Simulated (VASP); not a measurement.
Set up this calculation in VASP 6.6.1, as the native input.

```
Task                   : single point
Functional             : PBE
Potentials or basis    : VASP PAW PBE potentials, release 64 (Cd, Se)
Cutoff                 : 520 eV
k mesh                 : 11 × 11 × 11
Occupations            : fermi-dirac, width 0.1 eV
Spin                   : no spin polarisation
Dipole correction      : no
Further INCAR settings : ALGO = Normal; EDIFF = 1e-07; NBANDS = 16
```

The structure of CdSe (zincblende type) lies in POSCAR:

```
CdSe
1.0
    0.0000000000      2.5383301412      2.5383301412
    2.5383301412      0.0000000000      2.5383301412
    2.5383301412      2.5383301412      0.0000000000
Cd Se
1 1
Direct
    0.0000000000      0.0000000000      0.0000000000
    0.2500000000      0.2500000000      0.2500000000
```

This cell differs from its parent crystal: volume scaled by 0.55.

One way to write it, as run:

INCAR

```
PREC     = Accurate       # precision mode
ENCUT    = 520            # plane-wave cutoff, eV
EDIFF    = 1E-7           # SCF threshold, eV
ISMEAR   = -1             # smearing method
SIGMA    = 0.1            # smearing width, eV
LREAL    = F              # projectors in reciprocal space
LASPH    = T              # aspherical terms in the spheres
NELM     = 80             # most SCF steps
ALGO     = Normal         # electronic algorithm
ISIF     = 2              # what is computed and relaxed
LWAVE    = F              # write WAVECAR
LCHARG   = F              # write CHGCAR
GGA      = PE             # functional
NBANDS   = 16             # bands
```

KPOINTS

```
regular mesh
0
Gamma
  11 11 11
```

Potentials or basis: VASP PAW PBE potentials, release 64 (Cd, Se).

Command:

```bash
$ cat potpaw_PBE.64/Cd/POTCAR potpaw_PBE.64/Se/POTCAR > POTCAR
$ mpirun -np 1 vasp_std > vasp.out
```

Results of the run:

The pressure is 111.1 GPa and the band gap on the k mesh is 1.44 eV, direct.

Run time: 16 s on 1 thread of Intel(R) Xeon(R) 6975P-C (Granite Rapids) (shared host), peak memory 0.17 GiB.
